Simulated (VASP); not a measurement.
# Nb (Fd-3m) in VASP: further runs, part 2 of 2

VASP 6.6.1.

**4. Single point, PBEsol (22.59 Å³/atom)**

This run uses another cell than the first one, of 22.59 Å³/atom.

INCAR

```
SYSTEM = Nb
PREC = Accurate ; ENCUT = 520
EDIFF = 1E-7 ; ISMEAR = -1
SIGMA = 0.1 ; LREAL = .False.
LASPH = .True. ; NELM = 80
ALGO = Normal ; ISIF = 2
LWAVE = .False. ; LCHARG = .False.
GGA = PS ; NBANDS = 20
```

KPOINTS

```
regular mesh
0
Gamma
  11 11 11
  0 0 0
```

POSCAR

```
Nb
1.0
    0.0000000000      2.8270704326      2.8270704326
    2.8270704326      0.0000000000      2.8270704326
    2.8270704326      2.8270704326      0.0000000000
Nb
2
Direct
    0.1250000000      0.1250000000      0.1250000000
    0.8750000000      0.8750000000      0.8750000000
```

Potentials or basis: VASP PAW PBE potentials, release 64 (Nb_sv).

Run with:

```sh
cat potpaw_PBE.64/Nb_sv/POTCAR > POTCAR
mpirun -np 1 vasp_std > vasp.out
```

OUTCAR:

```text
SYSTEM = Nb
   PREC = Accurate
   ENCUT = 520
   EDIFF = 1E-7
   ISMEAR = -1
   LREAL = .False.
   LASPH = .True.
   NELM = 80
   ISIF = 2
   GGA = PS

 ion  position               nearest neighbor table
   1  0.125  0.125  0.125-   2 2.45   2 2.45   2 2.45   2 2.45
   2  0.875  0.875  0.875-   1 2.45   1 2.45   1 2.45   1 2.45

  LATTYP: Found a face centered cubic cell.
 ALAT       =     5.6541408652

  Lattice vectors:

 A1 = (   0.0000000000,   2.8270704326,   2.8270704326)
 A2 = (   2.8270704326,   0.0000000000,   2.8270704326)
 A3 = (   2.8270704326,   2.8270704326,   0.0000000000)

Analysis of symmetry for initial positions (statically):
=====================================================================
 Subroutine PRICEL returns:
 Original cell was already a primitive cell.

 Routine SETGRP: Setting up the symmetry group for a
 face centered cubic supercell.

 Subroutine GETGRP returns: Found 48 space group operations
 (whereof 12 operations were pure point group operations)
 out of a pool of 48 trial point group operations.

The static configuration has the point symmetry D_3d.
 The point group associated with its full space group is O_h .

Analysis of symmetry for dynamics (positions and initial velocities):
=====================================================================
 Subroutine PRICEL returns:
 Original cell was already a primitive cell.

 Routine SETGRP: Setting up the symmetry group for a
 face centered cubic supercell.

 Subroutine GETGRP returns: Found 48 space group operations
 (whereof 12 operations were pure point group operations)
 out of a pool of 48 trial point group operations.

The dynamic configuration has the point symmetry D_3d.
 The point group associated with its full space group is O_h .

 Subroutine INISYM returns: Found 48 space group operations
[... 110 lines left out ...]
   EMIN   =  10.00;   EMAX   =-10.00  energy-range for DOS
   EFERMI =   0.00;   METHOD = LEGACY
   ISMEAR =    -1;   SIGMA  =   0.10  broadening in eV -4-tet -1-fermi 0-gaus
   EFERMI_NEDOS =   21; number of points for ismear=-14 and -15
   IALGO  =     38    algorithm
   IMIX   =      4    mixing-type and parameters
     AMIX     =   0.40;   BMIX     =  1.00
     AMIX_MAG =   1.60;   BMIX_MAG =  1.00
  volume/ion in A,a.u.               =      22.59       152.48
  Fermi-wavevector in a.u.,A,eV,Ry     =   1.361610  2.573069 25.224944  1.853981
  Thomas-Fermi vector in A             =   2.488171
   LORBIT       =      0    0 simple, 1 ext, 2 COOP (PROOUT), +10 PAW based schemes
   GGA     = PS    functional components
   LHFCALC =     F    Hartree Fock is set to
   AEXX    =    0.0000 exact exchange contribution
   IVDW    =     0    specifies the selected vdW correction
   LEPSILON=     F    determine dielectric tensor
   LRPA    =     F    only Hartree local field effects (RPA)
 non-spin polarized calculation
  energy-cutoff  :      520.00
  volume of cell :       45.19
 maximum number of plane-waves:      1243
 NGX is ok and might be reduce to    30
   NGX = 15   NGY = 15   NGZ = 15

 number of electron      26.0000002 magnetization

 Free energy of the ion-electron system (eV)
  ---------------------------------------------------
  ext. energy  EPLUGINS =         0.00000000
  ---------------------------------------------------
  free energy    TOTEN  =       -16.56024473 eV

  energy without entropy =      -16.46456194  energy(sigma->0) =      -16.51240333

 E-fermi :   8.0244     XC(G=0): -11.0894

 val. band max:        8.0098677391   @ k =  -0.4545   0.1818   0.0909
 cond. band min:       8.0264925697   @ k =  -0.3636   0.3636   0.1818
 fundamental gap:      0.0166248307
 Fermi energy:         8.0244016786

 k-point     1 :       0.0000    0.0000    0.0000
  band No.  band energies     occupation
      1     -46.5129      2.00000
      2     -45.4526      2.00000
      3     -23.0156      2.00000
      4     -23.0156      2.00000
      5     -23.0156      2.00000
      6     -21.4789      2.00000
[... 541 lines left out ...]
     19      14.3086      0.00000
     20      17.9763      0.00000

 [... further k-points ...]

------------------------ aborting loop because EDIFF is reached ----------------------------------------

  FORCE on cell =-STRESS in cart. coord.  units (eV):
  Direction    XX          YY          ZZ          XY          YZ          ZX
  --------------------------------------------------------------------------------------
  -------------------------------------------------------------------------------------
  Total        2.1182071      2.1182071      2.1182071      0.0000000      0.0000000      0.0000000
  in kB       75.0998597     75.0998597     75.0998597      0.0000000      0.0000000      0.0000000
  external PRESSURE =      75.0998597 kB  Pullay stress =       0.0000000 kB

 VOLUME and BASIS-vectors are now :
 -----------------------------------------------------------------------------
  energy-cutoff  :      520.00
  volume of cell :       45.19
      direct lattice vectors                 reciprocal lattice vectors
     0.000000000  2.827070433  2.827070433    -0.176861529  0.176861529  0.176861529
     2.827070433  0.000000000  2.827070433     0.176861529 -0.176861529  0.176861529
     2.827070433  2.827070433  0.000000000     0.176861529  0.176861529 -0.176861529

 POSITION                                       TOTAL-FORCE (eV/Angst)
 -----------------------------------------------------------------------------------
      0.70677      0.70677      0.70677         0.000000     -0.000000      0.000000
      4.94737      4.94737      4.94737        -0.000000      0.000000     -0.000000
 -----------------------------------------------------------------------------------
    total drift:                               -0.000000      0.000000      0.000000

  FREE ENERGIE OF THE ION-ELECTRON SYSTEM (eV)
  ---------------------------------------------------
  free  energy   TOTEN  =       -16.5602447304 eV

  energy  without entropy=      -16.4645619388  energy(sigma->0) =      -16.51240333
```

stdout:

```text
POSCAR found type information on POSCAR Nb
 POSCAR found :  1 types and       2 ions
 scaLAPACK will be used
 -----------------------------------------------------------------------------
|                                                                             |
|                                                                             |
|     You enforced a specific xc type in the INCAR file but a different       |
|     I HOPE YOU KNOW WHAT YOU ARE DOING!                                     |
|                                                                             |
 -----------------------------------------------------------------------------

 LDA part: xc-table for (Slater+PW92), standard interpolation
 POSCAR, INCAR and KPOINTS ok, starting setup
 FFT: planning ... GRIDC
 FFT: planning ... GRID_SOFT
 FFT: planning ... GRID
 WAVECAR not read
 entering main loop
```

Wall time 31 s (1 thread of Intel Xeon Platinum 8559C (Emerald Rapids), shared host); peak memory 0.18 GiB.

What came out:

```
Free energy            : -16.5602 eV
Pressure               : 7.5 GPa
Band gap on the k mesh : zero (bands 13 and 14 overlap by 1.66 eV)
```

Levels at points of the mesh, in eV from the Fermi level:
```tsv
k point	band 9	band 10	band 11	band 12	band 13	band 14	band 15	band 16	band 17	band 18
(0.00, 0.00, 0.00)	-4.75	-1.90	-1.90	-0.61	-0.61	-0.61	2.16	2.16	2.16	6.02
```

Caveat: the cell stands under pressure; the PAW data sets were made with another functional, which shifts forces and pressure a little.

**5. Single point, PBEsol (23.58 Å³/atom)**

This run uses another cell than the first one, of 23.58 Å³/atom.

INCAR

```
SYSTEM = Nb
  ALGO = Normal
  EDIFF = 1E-6
  ENCUT = 520
  GGA = PS
  ISIF = 2
  ISMEAR = -1
  LASPH = .TRUE.
  LCHARG = .FALSE.
  LREAL = .FALSE.
  LWAVE = .FALSE.
  NBANDS = 20
  NELM = 80
  PREC = Accurate
  SIGMA = 0.1
```

KPOINTS

```
k-points
0
G
  11 11 11
  0 0 0
```

POSCAR

```
Nb
1.0
    0.0000000000      2.8674626102      2.8674626102
    2.8674626102      0.0000000000      2.8674626102
    2.8674626102      2.8674626102      0.0000000000
Nb
2
Direct
    0.1250000000      0.1250000000      0.1250000000
    0.8750000000      0.8750000000      0.8750000000
```

Run with:

```sh
cat potpaw_PBE.64/Nb_sv/POTCAR > POTCAR
mpirun -np 1 vasp_std > vasp.out
```

Wall time 28 s (1 thread of Intel Xeon Platinum 8559C (Emerald Rapids), shared host); peak memory 0.18 GiB.

Results (log left out):

| Item | Value |
| --- | --- |
| Free energy | -16.6276 eV |
| Pressure | 3.4 GPa |
| Band gap on the k mesh | zero (bands 13 and 14 overlap by 1.43 eV) |

Levels at points of the mesh, in eV from the Fermi level:
| k point | band 10 | band 11 | band 12 | band 13 | band 14 | band 15 | band 16 | band 17 |
| --- | --- | --- | --- | --- | --- | --- | --- | --- |
| (0.00, 0.00, 0.00) | -1.74 | -1.74 | -0.58 | -0.58 | -0.58 | 2.07 | 2.07 | 2.07 |

Caveat: the cell stands under pressure; the PAW data sets were made with another functional, which shifts forces and pressure a little.

**6. Single point, PBEsol (24.56 Å³/atom)**

INCAR

```
PREC = Accurate ; ENCUT = 520
EDIFF = 1E-6 ; ISMEAR = -1
SIGMA = 0.1 ; LREAL = False
LASPH = True ; NELM = 60
ALGO = Normal ; ISIF = 2
LWAVE = False ; LCHARG = False
GGA = PS ; NBANDS = 20
```

KPOINTS

```
regular mesh
0
Gamma
  11 11 11
```

POSCAR

```
Nb
1.0
    0.0000000000      2.9067478017      2.9067478017
    2.9067478017      0.0000000000      2.9067478017
    2.9067478017      2.9067478017      0.0000000000
Nb
2
Direct
    0.1250000000      0.1250000000      0.1250000000
    0.8750000000      0.8750000000      0.8750000000
```

Potentials or basis: VASP PAW PBE potentials, release 64 (Nb_sv).

Run with:

```sh
cat potpaw_PBE.64/Nb_sv/POTCAR > POTCAR
mpirun -np 1 vasp_std > vasp.out
```

Wall time 22 s (1 thread of Intel Xeon Platinum 8559C (Emerald Rapids), shared host); peak memory 0.19 GiB.

It converged, with:

| Item | Value |
| --- | --- |
| Free energy | -16.6492 eV |
| Pressure | 0.0 GPa |
| Band gap on the k mesh | zero (bands 13 and 14 overlap by 1.22 eV) |

Levels at points of the mesh, in eV from the Fermi level:
```
           k point  band 10  band 11  band 12  band 13  band 14  band 15  band 16  band 17
(0.00, 0.00, 0.00)    -1.60    -1.60    -0.56    -0.56    -0.56     1.99     1.99     1.99
```

Caveat: the PAW data sets were made with another functional, which shifts forces and pressure a little.

**7. Summary**

```csv
cell,k mesh,gap on the mesh (eV),pressure (GPa)
"a = 4.111 Å, angles 60.0°, 2 atoms",9 × 9 × 9,none,0.0
"a = 3.939 Å, angles 60.0°, 2 atoms",11 × 11 × 11,none,12.6
"a = 3.998 Å, angles 60.0°, 2 atoms",11 × 11 × 11,none,7.5
"a = 4.055 Å, angles 60.0°, 2 atoms",11 × 11 × 11,none,3.4
"a = 4.111 Å, angles 60.0°, 2 atoms",11 × 11 × 11,none,0.0
```

Alike in all rows: task single point; level PBEsol; potentials or basis VASP PAW PBE potentials, release 64 (Nb_sv); no spin polarisation; cutoff (eV) 520; smearing fermi-dirac 0.1 eV.

Caveats: the PAW data sets were made with another functional, which shifts forces and pressure a little; the cell stands under pressure (at least some runs).

Total energies depend on the potentials used, so only differences within one code and one set of settings carry meaning.
